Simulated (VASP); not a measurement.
Runs of VASP 6.6.1 on Te2Mo. The structure is that of space group P6_3/mmc (No. 194), or close to it. The cells are those of the table. 

| cell | gap on the mesh (eV) | pressure (GPa) | largest force (eV/Å) |
| --- | --- | --- | --- |
| a = 3.646, b = 3.646, c = 15.965 Å, angles 90.0, 90.0, 120.0°, 6 atoms | 0.86 | -6.9 | 1.34 |
| a = 3.735, b = 3.735, c = 14.444 Å, angles 90.0, 90.0, 120.0°, 6 atoms | 0.18 | -2.4 | 0.41 |
| a = 3.735, b = 3.735, c = 15.585 Å, angles 90.0, 90.0, 120.0°, 6 atoms | 0.80 | -7.7 | 1.17 |
| a = 3.557, b = 3.557, c = 15.965 Å, angles 90.0, 90.0, 120.0°, 6 atoms | (c) | (b) | 1.04 |
| a = 3.735, b = 3.735, c = 15.965 Å, angles 90.0, 90.0, 120.0°, 6 atoms | 0.83 | -8.9 | 1.58 |
| a = 3.646, b = 3.646, c = 14.825 Å, angles 90.0, 90.0, 120.0°, 6 atoms | (d) | -1.3 | 0.19 |
| a = 3.557, b = 3.557, c = 15.585 Å, angles 90.0, 90.0, 120.0°, 6 atoms | (a) | -2.2 | 0.55 |

Alike in all rows: task single point; level PBE; potentials or basis VASP PAW PBE potentials, release 64 (Te, Mo_sv); no spin polarisation; k mesh 12 × 12 × 2; cutoff (eV) 520; smearing gaussian 0.05 eV.

Q: Estimate the missing entries.

A: (a) 0.92; (b) -4.2; (c) 0.84; (d) 0.63.

Caveats: spin-orbit coupling is left out, which moves the levels of the heavy elements; this functional lacks dispersion, which binds the layers, so the pressure and a relaxed spacing across them are unreliable; the cell stands under tension (at least some runs); forces of over 1 eV/Å act on the atoms, so gaps and moduli don't describe the material at rest (at least some runs).

A k mesh can miss the band edges, and the runs leave out spin-orbit coupling on Mo, Te.
